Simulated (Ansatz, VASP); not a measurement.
# Two plane-wave programs on ScSiTe3

```
CELL_PARAMETERS angstrom
5.08616 0.00000 0.00000
0.00000 5.08616 0.00000
0.00000 0.00000 6.83908
ATOMIC_POSITIONS crystal
Sc 0.50000 0.50000 0.86497
Si 0.00000 0.00000 0.96093
Te 0.50000 0.00000 0.09064
Te 0.00000 0.50000 0.09064
Te 0.00000 0.00000 0.60102
```

Change from the starting cell: species swapped into the LaSiPt3 type (P4mm, No. 99).

Alike in both runs: functional PBE; k mesh 4 × 4 × 4; occupations gaussian, width 0.1 eV; no spin polarisation.

Ansatz relaxed the structure, and its values are those at the end. VASP's run is a single point on that final structure, the one shown.

|  | VASP | Ansatz |
| --- | --- | --- |
| version | VASP 6.6.1 | Ansatz 0.2.0 |
| potentials or method | VASP PAW PBE potentials, release 64 (Sc_sv, Si, Te), cutoff 520 eV | scalar-relativistic, plane waves, PAW |
| valence electrons in the cell | 33 | 63 |

```csv
,VASP,Ansatz,Ansatz less VASP
gap on the k mesh at the Fermi level (eV),none,none,-
pressure (GPa),0.2,0.1,-0.07
rms of the force components (eV/Å),0.023,0.012,-0.0108
```

A gap of «none» marks a metal or a gap that the smearing closes. VASP's potentials hold 33 valence electrons a cell and Ansatz's 63, so a difference there can come from the potentials and not from the codes.

Spin-orbit coupling is off throughout.
